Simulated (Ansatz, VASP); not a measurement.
## Two plane-wave programs on Ir

```
Ir
1.0
     0.00000    1.91560    1.91560
     1.91560    0.00000    1.91560
     1.91560    1.91560    0.00000
Ir
1
Direct
  0.00000 0.00000 0.00000
```

Alike in both runs: functional PBEsol; k mesh 12 × 12 × 12; occupations fermi-dirac, width 0.05 eV; non-collinear spin, spin-orbit coupling.

|  | VASP | Ansatz |
| --- | --- | --- |
| version | VASP 6.6.1 | Ansatz 0.2.0 |
| potentials or method | VASP PAW PBE potentials, release 64 (Ir_sv_GW) | Ansatz PAW |
| plane-wave cutoff (eV) | 500 | 420 |
| valence electrons in the cell | 17 | 17 |
| task | single point | band structure |

|  | VASP | Ansatz | Ansatz less VASP |
| --- | --- | --- | --- |
| pressure (GPa) | -2.0 | 0.0 | +1.98 |
| net moment per atom (μB) | 0.00 | 0.00 | 0.000 |

VASP's potentials were made for PBE, not for PBEsol.
